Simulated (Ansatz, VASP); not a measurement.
# Y3N2: VASP beside Ansatz

```
Y N
1.0
     3.41652    0.00000    0.00000
    -1.70826    2.95880    0.00000
     0.00000    0.00000   12.70516
Y N
3 2
Direct
  0.00000 0.00000 0.22434
  0.00000 0.00000 0.77566
  0.00000 0.00000 0.50000
  0.00000 0.00000 0.04543
  0.00000 0.00000 0.95457
```

Alike in both runs: functional PBE; k mesh 12 × 12 × 4; occupations gaussian, width 0.1 eV; no spin polarisation.

Ansatz relaxed the structure, and its values are those at the end. VASP's run is a single point on that final structure, the one shown.

```csv
,VASP,Ansatz
version,VASP 6.6.1,Ansatz 0.2.0
potentials or method,"VASP PAW PBE potentials, release 64 (Y_sv, N), cutoff 520 eV","scalar-relativistic, plane waves, PAW"
valence electrons in the cell,43,43
```

VASP gave:

* gap on the k mesh at the Fermi level (eV): none
* pressure (GPa): 0.2
* rms of the force components (eV/Å): 0.293

Problem. What did Ansatz give for the same quantities?

Solution. gap on the k mesh at the Fermi level (eV): none; pressure (GPa): 0.0; rms of the force components (eV/Å): 0.001.

A gap of «none» marks a metal or a gap that the smearing closes. One of these differences is far larger than is usual between the two programs; its cause wasn't traced.

Noted on VASP's run: the standard files for N, O and F lose accuracy on very short bonds.
